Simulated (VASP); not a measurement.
Here is a VASP 6.6.1 calculation.

Contents of POSCAR:

```
ZrB
1.0
    0.0000000000      2.4556827944      2.4556827944
    2.4556827944      0.0000000000      2.4556827944
    2.4556827944      2.4556827944      0.0000000000
Zr B
1 1
Direct
    0.5000000000      0.5000000000      0.5000000000
    0.0000000000      0.0000000000      0.0000000000
```

Contents of INCAR.step1:

```
SYSTEM = ZrB
ALGO = Normal
EDIFF = 1E-4
ENCUT = 520
GGA = PE
ISMEAR = 0
LASPH = .TRUE.
LCHARG = .FALSE.
LREAL = .FALSE.
LWAVE = .TRUE.
NBANDS = 14
NELM = 100
PREC = Accurate
SIGMA = 0.05
```

File INCAR.step2:

```
SYSTEM = ZrB
ALGO = Normal
EDIFF = 1E-6
ENCUT = 520
ISIF = 2
ISMEAR = 0
ISTART = 1
LASPH = .TRUE.
LCHARG = .FALSE.
LMIXTAU = .TRUE.
LREAL = .FALSE.
LWAVE = .FALSE.
METAGGA = R2SCAN
NBANDS = 14
NELM = 100
PREC = Accurate
SIGMA = 0.05
```

Contents of KPOINTS:

```
k-points
0
G
  12 12 12
  0 0 0
```

Potentials or basis: VASP PAW PBE potentials, release 64 (Zr_sv, B).

Run with:

```sh
$ cat potpaw_PBE.64/Zr_sv/POTCAR potpaw_PBE.64/B/POTCAR > POTCAR
$ cp INCAR.step1 INCAR
$ mpirun -np 1 vasp_std > vasp.out
$ cp INCAR.step2 INCAR
$ mpirun -np 1 vasp_std > vasp.out
```

Problem. Predict the band gap on the k mesh.

Solution. Zero (an odd number of electrons rules out a gap without spin polarisation).

Problem. Estimate the pressure.

Solution. 0.1 GPa.

Caveat: the PAW data sets were made with another functional, which shifts forces and pressure a little.
